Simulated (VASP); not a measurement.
Crystal: BeS.

```xyz
2
Lattice="0.0000 2.3201 2.3201 2.3201 0.0000 2.3201 2.3201 2.3201 0.0000" Properties=species:S:1:pos:R:3 pbc="T T T"
Be    0.0000    0.0000    0.0000
S     3.4801    3.4801    3.4801
```

- Program: VASP 6.6.1
- Task: relaxation of cell and atoms
- Functional: PBE
- Potentials or basis: VASP PAW PBE potentials, release 64 (Be, S)
- Cutoff: 600 eV
- k mesh: 5 × 5 × 5
- Occupations: gaussian, width 0.15 eV
- Spin: no spin polarisation

At the start: pressure 18.6 GPa; volume 12.49 Å³/atom.

Question: Where does the relaxation end?

Answer: Over 3 steps the energy falls by 104.2 meV/atom and the volume is 14.50 Å³/atom (+16.1 %); space group F-43m (No. 216, to 0.05 Å).

The path:
```tsv
step	energy change (eV)	largest force (eV/Å)	pressure (GPa)	volume (Å³)
1	0.0000	0.0000	18.55	24.98
2	-0.1865	0.0000	-4.36	30.58
3	-0.2084	0.0000	0.09	29.01
```

Final structure:
```
CELL_PARAMETERS angstrom
0.00000 2.43865 2.43865
2.43865 0.00000 2.43865
2.43865 2.43865 0.00000
ATOMIC_POSITIONS crystal
Be 0.00000 0.00000 0.00000
S 0.75000 0.75000 0.75000
```

Caveat: the k points lie up to 0.45 Å⁻¹ apart in the final cell; the volume moved by over 15 % at a fixed basis, so the end points are rough.
